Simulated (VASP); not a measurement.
# Ga3As3N2 in VASP: further runs, part 2 of 2

VASP 6.6.1. The steps go on from the part before.

## Step 3: Single point, PBE+D3(BJ)

INCAR

```
SYSTEM = Ga3As3N2
PREC     = Accurate       ! precision mode
ENCUT    = 520            ! plane-wave cutoff, eV
EDIFF    = 1E-6           ! SCF threshold, eV
ISMEAR   = 0              ! smearing method
SIGMA    = 0.05           ! smearing width, eV
LREAL    = .False.        ! projectors in reciprocal space
LASPH    = .True.         ! aspherical terms in the spheres
NELM     = 80             ! most SCF steps
ALGO     = Normal         ! electronic algorithm
ISIF     = 2              ! what is computed and relaxed
LWAVE    = .False.        ! write WAVECAR
LCHARG   = .False.        ! write CHGCAR
LDIPOL   = .True.       
IDIPOL   = 3            
DIPOL    = 0.5 0.5 0.326
GGA      = PE             ! functional
IVDW     = 12             ! dispersion correction
NBANDS   = 42             ! bands
```

KPOINTS

```
regular mesh
0
Gamma
  7 5 1
  0 0 0
```

POSCAR

```
Ga3As3N2
1.0
    4.0137031116      0.0000000000      0.0000000000
    0.0000000000      5.6762333758      0.0000000000
    0.0000000000      0.0000000000     22.8852699092
Ga As N
3 3 2
Direct
    0.5000000000      0.5000000000      0.1747849169
    0.0000000000      0.0653835254      0.2732733389
    0.5000000000      0.4894639615      0.3292030243
    0.0000000000      0.2500000000      0.1747849169
    0.5000000000      0.8102208702      0.2554204538
    0.0000000000      0.2887573197      0.3664046761
    0.5000000000      1.0387573197      0.4931237409
    0.5000000000      1.0387573197      0.5411895931
```

Potentials or basis: VASP PAW PBE potentials, release 64 (Ga_d, As, N).

Started as:

```bash
$ cat potpaw_PBE.64/Ga_d/POTCAR potpaw_PBE.64/As/POTCAR potpaw_PBE.64/N/POTCAR > POTCAR
$ mpirun -np 1 vasp_std > vasp.out
```

OUTCAR:

```text
SYSTEM = Ga3As3N2
   PREC = Accurate
   ENCUT = 520
   EDIFF = 1E-6
   ISMEAR = 0
   LREAL = .False.
   LASPH = .True.
   NELM = 80
   ISIF = 2
   GGA = PE
   IVDW = 12
 IVDW          = 12

 ion  position               nearest neighbor table
   1  0.500  0.500  0.175-   4 2.46   4 2.46   5 2.55
   2  0.000  0.065  0.273-   6 2.48   4 2.49   5 2.51   5 2.51
   3  0.500  0.489  0.329-   6 2.46   6 2.46   5 2.48
   4  0.000  0.250  0.175-   1 2.46   1 2.46   2 2.49
   5  0.500  0.810  0.255-   3 2.48   2 2.51   2 2.51   1 2.55
   6  0.000  0.289  0.366-   3 2.46   3 2.46   2 2.48
   7  0.500  0.039  0.493-   8 1.10
   8  0.500  0.039  0.541-   7 1.10

  LATTYP: Found a simple orthorhombic cell.
 ALAT       =     4.0137031116
 B/A-ratio  =     1.4142135624
 C/A-ratio  =     5.7017844302

  Lattice vectors:

 A1 = (   4.0137031116,   0.0000000000,   0.0000000000)
 A2 = (   0.0000000000,   5.6762333758,   0.0000000000)
 A3 = (   0.0000000000,   0.0000000000,  22.8852699092)

[... 184 lines left out ...]

 k-point     1 :       0.0000    0.0000    0.0000
  band No.  band energies     occupation
      1     -25.8487      2.00000
      2     -17.1960      2.00000
      3     -17.1427      2.00000
      4     -17.1262      2.00000
      5     -17.0988      2.00000
      6     -17.0740      2.00000
[... 529 lines left out ...]
     41       2.7873      0.00000
     42       3.1215      0.00000

------------------------ aborting loop because EDIFF is reached ----------------------------------------

 vacuum level on the upper side and lower side of the slab       (xc-potential included)         0.038        -0.296

 Edisp (eV)   -1.27677

 E8    (eV) :    -0.5773

  FORCE on cell =-STRESS in cart. coord.  units (eV):
  Direction    XX          YY          ZZ          XY          YZ          ZX
  --------------------------------------------------------------------------------------
  -------------------------------------------------------------------------------------
  Total      -2.03143    -2.66332     2.32631     0.00000    -0.09756     0.00000
  in kB      -6.24239    -8.18412     7.14853     0.00000    -0.29978     0.00000
  external pressure =       -2.43 kB  Pullay stress =        0.00 kB

 VOLUME and BASIS-vectors are now :
 -----------------------------------------------------------------------------
  energy-cutoff  :      520.00
  volume of cell :      521.39
      direct lattice vectors                 reciprocal lattice vectors
     4.013703112  0.000000000  0.000000000     0.249146479  0.000000000  0.000000000
     0.000000000  5.676233376  0.000000000     0.000000000  0.176173165  0.000000000
     0.000000000  0.000000000 22.885269909     0.000000000  0.000000000  0.043696229

 POSITION                                       TOTAL-FORCE (eV/Angst)
 -----------------------------------------------------------------------------------
      2.00685      2.83812      4.00000         0.000000     -0.309252      1.029488
      0.00000      0.37113      6.25393         0.000000     -0.009604      0.015629
      2.00685      2.77831      7.53390         0.000000     -0.002176      0.007340
      0.00000      1.41906      4.00000         0.000000      0.319136     -1.058218
      2.00685      4.59900      5.84537         0.000000      0.014560     -0.010913
      0.00000      1.63905      8.38527         0.000000      0.007919      0.034761
      2.00685      0.22000     11.28527         0.000000     -0.038656     -2.167253
      2.00685      0.22000     12.38527         0.000000      0.018073      2.149167
 -----------------------------------------------------------------------------------
    total drift:                                0.000000     -0.000173      0.000560

  FREE ENERGIE OF THE ION-ELECTRON SYSTEM (eV)
  ---------------------------------------------------
  free  energy   TOTEN  =       -40.6685501732 eV

  energy  without entropy=      -40.6685501730  energy(sigma->0) =      -40.66855017

 vacuum level on the upper side and lower side of the slab         2.667         2.322
```

OSZICAR:

```text
N       E                     dE             d eps       ncg     rms          rms(c)
DAV:   1     0.474437442489E+03    0.47444E+03   -0.26613E+04  1096   0.137E+03
DAV:   2     0.376559392621E+02   -0.43678E+03   -0.41609E+03  1240   0.312E+02
DAV:   3    -0.367401464775E+02   -0.74396E+02   -0.73186E+02  1336   0.130E+02
DAV:   4    -0.410718009023E+02   -0.43317E+01   -0.43010E+01  1384   0.345E+01
[... 15 lines left out ...]
DAV:  20    -0.393917726895E+02   -0.10867E-04   -0.69015E-07   772   0.271E-03    0.389E-04
DAV:  21    -0.393917773134E+02   -0.46239E-05   -0.22679E-07   784   0.334E-03    0.227E-04
DAV:  22    -0.393917801917E+02   -0.28784E-05   -0.16577E-07   750   0.223E-03    0.140E-04
DAV:  23    -0.393917814278E+02   -0.12361E-05   -0.65447E-08   776   0.113E-03    0.846E-05
DAV:  24    -0.393917818148E+02   -0.38695E-06   -0.22721E-08   718   0.141E-03
   1 F= -.40668550E+02 E0= -.40668550E+02  d E =-.186675E-09
```

Run time: 5.5 min. Hardware: 1 thread of Intel Xeon Platinum 8488C (Sapphire Rapids), shared host; peak memory 0.63 GiB.

Results:

```yaml
Free_energy: -40.6686 eV
Largest_force: 2.168 eV/Å
Band_gap_on_the_k_mesh: 0.40 eV (least direct gap 0.77 eV)
Dispersion_energy_per_atom: -0.160 eV
```

Forces in eV/Å, atoms in the order of the input:
```
Ga   0.000 -0.309  1.029
Ga   0.000 -0.010  0.016
Ga   0.000 -0.002  0.007
As   0.000  0.319 -1.058
As   0.000  0.015 -0.011
As   0.000  0.008  0.035
N    0.000 -0.039 -2.167
N    0.000  0.018  2.149
```

Levels at points of the mesh, in eV from the valence-band top:
```
           k point  band 30  band 31  band 32  band 33  band 34  band 35
(0.00, 0.00, 0.00)    -0.89    -0.85     0.00     0.77     1.64     2.29
```

Caveat: the standard files for N, O and F lose accuracy on very short bonds.
